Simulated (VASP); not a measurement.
A run of VASP 6.6.1:

The input POSCAR:

```
C
1.0
    1.7769911239      0.0000000000      0.0000000000
    0.0000000000      1.7769911239      0.0000000000
    0.0000000000      0.0000000000      1.7769911239
C
1
Direct
    0.0000000000      0.0000000000      0.0000000000
```

INCAR.step1

```
SYSTEM = C
ALGO     = Normal         ! electronic algorithm
EDIFF    = 1E-4           ! SCF threshold, eV
ENCUT    = 520            ! plane-wave cutoff, eV
GGA      = PE             ! functional
ISMEAR   = -1             ! smearing method
LASPH    = .TRUE.         ! aspherical terms in the spheres
LCHARG   = .FALSE.        ! write CHGCAR
LREAL    = .FALSE.        ! projectors in reciprocal space
LWAVE    = .TRUE.         ! write WAVECAR
NBANDS   = 8              ! bands
NELM     = 60             ! most SCF steps
PREC     = Accurate       ! precision mode
SIGMA    = 0.05           ! smearing width, eV
```

The input INCAR.step2:

```
SYSTEM = C
ALGO     = Normal         ! electronic algorithm
EDIFF    = 1E-6           ! SCF threshold, eV
ENCUT    = 520            ! plane-wave cutoff, eV
ISIF     = 2              ! what is computed and relaxed
ISMEAR   = -1             ! smearing method
ISTART   = 1            
LASPH    = .TRUE.         ! aspherical terms in the spheres
LCHARG   = .FALSE.        ! write CHGCAR
LMIXTAU  = .TRUE.       
LREAL    = .FALSE.        ! projectors in reciprocal space
LWAVE    = .FALSE.        ! write WAVECAR
METAGGA  = R2SCAN         ! meta-GGA
NBANDS   = 8              ! bands
NELM     = 60             ! most SCF steps
PREC     = Accurate       ! precision mode
SIGMA    = 0.05           ! smearing width, eV
```

KPOINTS

```
k-points
0
G
  9 9 9
  0 0 0
```

Potentials or basis: VASP PAW PBE potentials, release 64 (C).

Launch:

```bash
$ cat potpaw_PBE.64/C/POTCAR > POTCAR
$ cp INCAR.step1 INCAR
$ mpirun -np 1 vasp_std > vasp.out
$ cp INCAR.step2 INCAR
$ mpirun -np 1 vasp_std > vasp.out
```

Hardware: 1 thread of Intel Xeon 6975P-C (shared host).

Problem. How long does it take, and how much memory?

Solution. Wall time 3.9 s on 1 thread of Intel Xeon 6975P-C (shared host), peak memory 0.11 GiB. Counts: k points 35.
